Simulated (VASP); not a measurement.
# LiF (Fm-3m) in VASP: G0W0 quasiparticle levels with PBE

Aim: the G0W0 quasiparticle levels of LiF with PBE.

Everything below comes from runs of VASP 6.6.1. Logs are shortened: lines on timing, memory, paths and dates and some standing lists are left out, and cuts for length are marked.

## Step 1: The cell of the first run

It takes space group Fm-3m (No. 225, cubic). The conventional cell has a = 3.990 Å, b = 3.990 Å, c = 3.990 Å, α = 90.00°, β = 90.00°, γ = 90.00°. Within 2.6 Å of Li (site symmetry m-3m) lie 6 F at 1.99 Å. F (site symmetry m-3m) has 6 Li at 1.99 Å within 2.6 Å.

## Step 2: G0W0 quasiparticle levels, PBE

Contents of POSCAR:

```
LiF
1.0
    0.0000000000      1.9948691885      1.9948691885
    1.9948691885      0.0000000000      1.9948691885
    1.9948691885      1.9948691885      0.0000000000
Li F
1 1
Direct
    0.0000000000      0.0000000000      0.0000000000
    0.5000000000      0.5000000000      0.5000000000
```

Contents of INCAR.step1:

```
PREC = Accurate
ENCUT = 500
EDIFF = 1E-8
ISMEAR = 0
SIGMA = 0.01
LREAL = False
LASPH = True
NELM = 100
ALGO = Normal
LWAVE = True
LCHARG = False
GGA = PE
```

Contents of INCAR.step2:

```
PREC = Accurate
ENCUT = 500
EDIFF = 1E-8
ISMEAR = 0
SIGMA = 0.01
LREAL = False
LASPH = True
NELM = 1
ALGO = Exact
LWAVE = True
LCHARG = False
GGA = PE
NBANDS = 40
LOPTICS = True
ISTART = 1
```

Contents of INCAR.step3:

```
PREC = Accurate
ENCUT = 500
EDIFF = 1E-8
ISMEAR = 0
SIGMA = 0.01
LREAL = False
LASPH = True
ALGO = EVGW0
LWAVE = False
LCHARG = False
GGA = PE
NELMGW = 1
NBANDS = 40
ENCUTGW = 100.0
NOMEGA = 96
PRECFOCK = Fast
ISTART = 1
NBANDSGW = 12
OMEGAMAX = 20
```

Contents of KPOINTS:

```
Automatic mesh
0
Gamma
  8 8 8
```

Potentials or basis: VASP PAW PBE potentials, release 64 (Li_GW, F_GW).

Run with:

```
$ cat potpaw_PBE.64/Li_GW/POTCAR potpaw_PBE.64/F_GW/POTCAR > POTCAR
$ cp INCAR.step1 INCAR
$ mpirun -np 1 vasp_std > vasp.out
$ cp INCAR.step2 INCAR
$ mpirun -np 1 vasp_std > vasp.out
$ cp INCAR.step3 INCAR
$ mpirun -np 1 vasp_std > vasp.out
```

OUTCAR:

```text
PREC = Accurate
   ENCUT = 500
   EDIFF = 1E-8
   ISMEAR = 0
   LREAL = False
   LASPH = True
   GGA = PE
   NELMGW = 1
   ENCUTGW = 100.0
   PRECFOCK = Fast
   ISTART = 1

 ion  position               nearest neighbor table
   1  0.000  0.000  0.000-   2 1.99   2 1.99   2 1.99   2 1.99   2 1.99   2 1.99
   2  0.500  0.500  0.500-   1 1.99   1 1.99   1 1.99   1 1.99   1 1.99   1 1.99

  LATTYP: Found a face centered cubic cell.
 ALAT       =     3.9897383770

  Lattice vectors:

 A1 = (   0.0000000000,   1.9948691885,   1.9948691885)
 A2 = (   1.9948691885,   0.0000000000,   1.9948691885)
 A3 = (   1.9948691885,   1.9948691885,   0.0000000000)

Analysis of symmetry for initial positions (statically):
=====================================================================
 Subroutine PRICEL returns:
 Original cell was already a primitive cell.

 Routine SETGRP: Setting up the symmetry group for a
 face centered cubic supercell.

 Subroutine GETGRP returns: Found 48 space group operations
 (whereof 48 operations were pure point group operations)
 out of a pool of 48 trial point group operations.

The static configuration has the point symmetry O_h .

Analysis of symmetry for dynamics (positions and initial velocities):
=====================================================================
 Subroutine PRICEL returns:
 Original cell was already a primitive cell.

 Routine SETGRP: Setting up the symmetry group for a
 face centered cubic supercell.

 Subroutine GETGRP returns: Found 48 space group operations
 (whereof 48 operations were pure point group operations)
 out of a pool of 48 trial point group operations.

The dynamic configuration has the point symmetry O_h .

 Subroutine INISYM returns: Found 48 space group operations
 (whereof 48 operations are pure point group operations),
 and found     1 'primitive' translations

----------------------------------------------------------------------------------------

                                     Primitive cell

  volume of cell :      15.8772

  direct lattice vectors                    reciprocal lattice vectors
     0.000000000  1.994869189  1.994869189    -0.250643001  0.250643001  0.250643001
     1.994869189  0.000000000  1.994869189     0.250643001 -0.250643001  0.250643001
     1.994869189  1.994869189  0.000000000     0.250643001  0.250643001 -0.250643001

  length of vectors
     2.821171062  2.821171062  2.821171062     0.434126412  0.434126412  0.434126412

  position of ions in fractional coordinates (direct lattice)
     0.000000000  0.000000000  0.000000000
     0.500000000  0.500000000  0.500000000

  ion indices of the primitive-cell ions
   primitive index   ion index
                 1           1
                 2           2

----------------------------------------------------------------------------------------

 KPOINTS: Automatic mesh

Automatic generation of k-mesh.
 Grid dimensions read from file:
 generate k-points for:    8    8    8

 Generating k-lattice:

  Cartesian coordinates                     Fractional coordinates (reciprocal lattice)
    -0.031330375  0.031330375  0.031330375     0.125000000  0.000000000  0.000000000
     0.031330375 -0.031330375  0.031330375     0.000000000  0.125000000  0.000000000
     0.031330375  0.031330375 -0.031330375     0.000000000  0.000000000  0.125000000

  Length of vectors
     0.054265802  0.054265802  0.054265802

  Shift w.r.t. Gamma in fractional coordinates (k-lattice)
     0.000000000  0.000000000  0.000000000

 Subroutine IBZKPT returns following result:
 ===========================================

 Found     29 irreducible k-points:

 Following reciprocal coordinates:
            Coordinates               Weight
  0.000000  0.000000  0.000000      1.000000
  0.125000  0.000000  0.000000      8.000000
  0.250000  0.000000  0.000000      8.000000
  0.375000  0.000000  0.000000      8.000000
  0.500000  0.000000  0.000000      4.000000
  0.125000  0.125000  0.000000      6.000000
[... 16 lines left out ...]
  0.500000  0.250000  0.125000     48.000000
 -0.375000  0.250000  0.125000     24.000000
 [... further k-points ...]
   k-points           NKPTS =     29   k-points in BZ     NKDIM =    512   number of bands    NBANDS=     40
   number of dos      NEDOS =    301   number of ions     NIONS =      2
   total plane-waves  NPLWV =  13824
   dimension x,y,z NGX =    24 NGY =   24 NGZ =   24
   dimension x,y,z NGXF=    48 NGYF=   48 NGZF=   48
   ions per type =               1   1
   NGX,Y,Z   is equivalent  to a cutoff of  14.14, 14.14, 14.14 a.u.
   NGXF,Y,Z  is equivalent  to a cutoff of  28.29, 28.29, 28.29 a.u.
 SYSTEM =  unknown system
   PREC   = accura    normal or accurate (medium, high low for compatibility)
   ISTART =      1    job   : 0-new  1-cont  2-samecut
   ICHARG =      0    charge: 1-file 2-atom 10-const
   ISPIN  =      1    spin polarized calculation?
   LNONCOLLINEAR =      F non collinear calculations
   LSORBIT =      F    spin-orbit coupling
   LASPH  =      T    aspherical Exc in radial PAW
   ENCUT  =  500.0 eV  36.75 Ry    6.06 a.u.   5.14  5.14  5.14*2*pi/ulx,y,z
   NELM   =     60;   NELMIN=  2; NELMDL=  0     # of ELM steps
   EDIFF  = 0.1E-07   stopping-criterion for ELM
   LREAL  =      F    real-space projection
   EDIFFG = 0.1E-06   stopping-criterion for IOM
   NSW    =      0    number of steps for IOM
   IBRION =     -1    ionic relax: 0-MD 1-quasi-New 2-CG
   NFREE  =      0    steps in history (QN), initial steepest desc. (CG)
   ISIF   =      0    stress and relaxation
   ISYM   =      3    0-nonsym 1-usesym 2-fastsym
   POTIM  = 0.5000    time-step for ionic-motion
   TEBEG  =    0.0;   TEEND  =   0.0 temperature during run
   PSTRESS=    0.0 pullay stress
   NELECT =       8.0000    total number of electrons
   NUPDOWN=      -1.0000    fix difference up-down
   EMIN   =  10.00;   EMAX   =-10.00  energy-range for DOS
   EFERMI =   0.00;   METHOD = LEGACY
   ISMEAR =     0;   SIGMA  =   0.01  broadening in eV -4-tet -1-fermi 0-gaus
   EFERMI_NEDOS =   21; number of points for ismear=-14 and -15
   IALGO  =     38    algorithm
   IMIX   =      4    mixing-type and parameters
     AMIX     =   0.40;   BMIX     =  1.00
     AMIX_MAG =   1.60;   BMIX_MAG =  1.00
  volume/ion in A,a.u.               =       7.94        53.57
  Fermi-wavevector in a.u.,A,eV,Ry     =   1.302708  2.461761 23.089741  1.697048
  Thomas-Fermi vector in A             =   2.433758
   LORBIT       =      0    0 simple, 1 ext, 2 COOP (PROOUT), +10 PAW based schemes
   GGA     = PE    functional components
   LHFCALC =     T    Hartree Fock is set to
   PRECFOCK=fast      Normal, Fast or Accurate (Low or Medium for compatibility)
   ENCUT4O =  -1.0   cutoff for four orbital integrals eV
   NKREDX  =     1    reduce k-point grid by
   NKREDY  =     1    reduce k-point grid by
   NKREDZ  =     1    reduce k-point grid by
   AEXX    =    1.0000 exact exchange contribution
   HFSCREEN=    0.0000 screening length (either q_TF or 0.3 A-1)
   HFSCREENC=   0.0000 screening length for correlation (either q_TF or 0.3 A-1)
   ENCUTFOCK=  -1.0 apply spherical cutoff to Coloumb kernel
   IVDW    =     0    specifies the selected vdW correction
   LEPSILON=     F    determine dielectric tensor
   LRPA    =     F    only Hartree local field effects (RPA)
   LRPAFORCE           =     F    calculate RPA forces
   ENCUTGW             = 100.0    cutoff for response function in eV
   ENCUTGWSOFT         =  80.0    soft cutoff for Coulomb kernel in GW response function in eV
   ENCUTLF             =  -1.0    cutoff for local field effects
   NELMGW              =     1    number of iterations in solving QP/BSE equation
   NELMHF              =     1    number of iterations in the inner HF iteration
   NKREDLFX            =     1    NKREDLFY  =   1   NKREDLFZ  =   1
 non-spin polarized calculation
 Gauss-broadening in eV      SIGMA  =   0.01
  energy-cutoff  :      500.00
  volume of cell :       15.88
 maximum number of plane-waves:       415
 NGX is ok and might be reduce to    24
  NGX = 14; NGY = 14; NGZ = 14
   NGX = 11   NGY = 11   NGZ = 11
 maximum number of plane-waves:        43
 NGX is ok and might be reduce to    10

 QP shifts <psi_nk| G(iteration)W_0 |psi_nk>: iteration 1
 for sc-GW calculations column KS-energies equals QP-energies in previous step
 and V_xc(KS)=  KS-energies - (<T + V_ion + V_H > + <T+V_H+V_ion>^1  + <V_x>^1)

 k-point   1 :       0.0000    0.0000    0.0000
  band No.  KS-energies  QP-energies   sigma(KS)   V_xc(KS)     V^pw_x(r,r')   Z            occupation Imag(sigma)

      1     -23.2013     -27.3687     -27.8501     -22.2939     -36.5066       0.7501       2.0000       0.9552
      2      -3.0932      -5.6760     -26.0766     -22.9322     -30.7296       0.8214       2.0000       0.0466
      3      -3.0932      -5.6760     -26.0766     -22.9322     -30.7296       0.8214       2.0000       0.0466
      4      -3.0932      -5.6760     -26.0766     -22.9322     -30.7296       0.8214       2.0000       0.0466
      5       6.2174       7.8963      -8.6212     -10.5129      -5.5317       0.8875       0.0000      -0.0379
      6      21.2304      23.8383      -5.4659      -8.5004      -1.5853       0.8594       0.0000      -0.0963
      7      21.2304      23.8383      -5.4659      -8.5004      -1.5853       0.8594       0.0000      -0.0963
      8      21.2304      23.8383      -5.4659      -8.5004      -1.5853       0.8594       0.0000      -0.0963
      9      21.5199      23.3529      -6.3754      -8.4852      -2.6632       0.8688       0.0000      -0.1100
     10      21.5199      23.3529      -6.3754      -8.4852      -2.6632       0.8688       0.0000      -0.1100
     11      21.5199      23.3529      -6.3754      -8.4852      -2.6632       0.8688       0.0000      -0.1100
     12      24.7228      25.6294      -5.6110      -6.7085      -1.0961       0.8261       0.0000      -0.4824

 k-point   2 :       0.1250    0.0000    0.0000
  band No.  KS-energies  QP-energies   sigma(KS)   V_xc(KS)     V^pw_x(r,r')   Z            occupation Imag(sigma)

      1     -23.1289     -27.2378     -27.9330     -22.3761     -36.5770       0.7394       2.0000       0.9328
      2      -3.5391      -6.2263     -25.3919     -22.1115     -29.9689       0.8192       2.0000       0.0476
      3      -3.1298      -5.7231     -26.0427     -22.8847     -30.6946       0.8212       2.0000       0.0468
      4      -3.1298      -5.7231     -26.0427     -22.8847     -30.6946       0.8212       2.0000       0.0468
      5       6.6578       8.4260      -8.9413     -10.9388      -5.8953       0.8852       0.0000      -0.0371
      6      17.7683      19.8047      -6.4778      -8.8384      -2.8498       0.8627       0.0000      -0.0587
      7      19.5403      21.9137      -5.7817      -8.5235      -2.0894       0.8656       0.0000      -0.0688
      8      19.5403      21.9137      -5.7817      -8.5235      -2.0894       0.8656       0.0000      -0.0688
      9      22.9154      24.8981      -6.0865      -8.3924      -2.2700       0.8599       0.0000      -0.1287
     10      22.9154      24.8981      -6.0865      -8.3924      -2.2700       0.8599       0.0000      -0.1287
     11      22.9282      24.9187      -5.4743      -7.8237      -1.4105       0.8472       0.0000      -0.1719
     12      28.5925      30.1888      -5.7447      -7.4931      -1.4498       0.9130       0.0000      -0.7052
[... 324 lines left out ...]
      1     -22.6398     -26.6804     -28.5826     -23.0088     -37.1375       0.7249       2.0000       0.8128
      2      -5.3081      -8.3308     -23.3254     -19.6009     -27.7971       0.8116       2.0000       0.0562
      3      -4.2630      -7.0820     -24.4910     -21.0406     -29.0205       0.8170       2.0000       0.0522
      4      -3.5327      -6.2168     -25.5997     -22.3209     -30.2297       0.8186       2.0000       0.0489
      5       9.4123      11.5330      -9.0146     -11.4331      -5.9523       0.8769       0.0000      -0.0382
      6      13.1045      15.3850      -8.7805     -11.4043      -5.5292       0.8692       0.0000      -0.0432
      7      16.2376      18.5726      -6.0262      -8.6853      -2.5718       0.8781       0.0000      -0.0410
      8      16.7113      19.1531      -7.2163     -10.0400      -3.6739       0.8647       0.0000      -0.0489
      9      23.0088      24.9755      -6.2256      -8.5466      -2.2208       0.8474       0.0000      -0.1709
     10      27.7528      29.7863      -7.0965      -9.4237      -2.6758       0.8738       0.0000      -0.6062
     11      30.4910      32.7475      -6.0770      -8.4697      -1.8102       0.9431       0.0000      -0.7150
     12      34.0876      37.1795      -8.0654     -11.4945      -3.6564       0.9017       0.0000      -0.9487

 k-point  24 :      -0.3750    0.2500    0.1250
  band No.  KS-energies  QP-energies   sigma(KS)   V_xc(KS)     V^pw_x(r,r')   Z            occupation Imag(sigma)

      1     -22.5706     -26.6163     -28.6829     -23.1077     -37.2273       0.7256       2.0000       0.8006
      2      -5.5277      -8.5941     -23.1128     -19.3316     -27.5942       0.8109       2.0000       0.0563
      3      -4.3865      -7.2203     -24.3013     -20.8297     -28.8052       0.8163       2.0000       0.0528
      4      -3.6070      -6.3055     -25.5309     -22.2323     -30.1617       0.8181       2.0000       0.0494
      5       9.6125      11.6704      -8.3728     -10.7097      -5.2836       0.8806       0.0000      -0.0371
      6      12.9015      15.3677      -9.7556     -12.6090      -6.5411       0.8643       0.0000      -0.0448
      7      16.1195      18.5538      -6.3685      -9.1501      -2.8956       0.8752       0.0000      -0.0436
      8      16.3809      18.7263      -7.0982      -9.8012      -3.6090       0.8677       0.0000      -0.0450
      9      24.9697      26.8397      -6.7057      -8.9166      -2.4990       0.8458       0.0000      -0.3508
     10      26.0921      27.9636      -6.2286      -8.4533      -1.9597       0.8412       0.0000      -0.3361
     11      31.7664      34.1901      -6.7189      -9.3669      -2.3092       0.9153       0.0000      -0.9111
     12      33.9428      37.1162      -7.7900     -11.2909      -3.4584       0.9064       0.0000      -0.9076

 [... further k-points ...]
```

Wall time 7 min (1 thread of Intel Xeon Platinum 8375C at 2.90GHz (Ice Lake), shared host); peak memory 0.41 GiB.

Results:

| Item | Value |
| --- | --- |
| Quasiparticle gap | 13.57 eV |
| Least direct quasiparticle gap | 13.57 eV |
| Band gap of the starting levels on the mesh | 9.31 eV |
| Least direct gap of the starting levels on the mesh | 9.31 eV |

Caveat: bands, screening cutoff and mesh are small and nothing is extrapolated, so the quasiparticle values aren't converged.
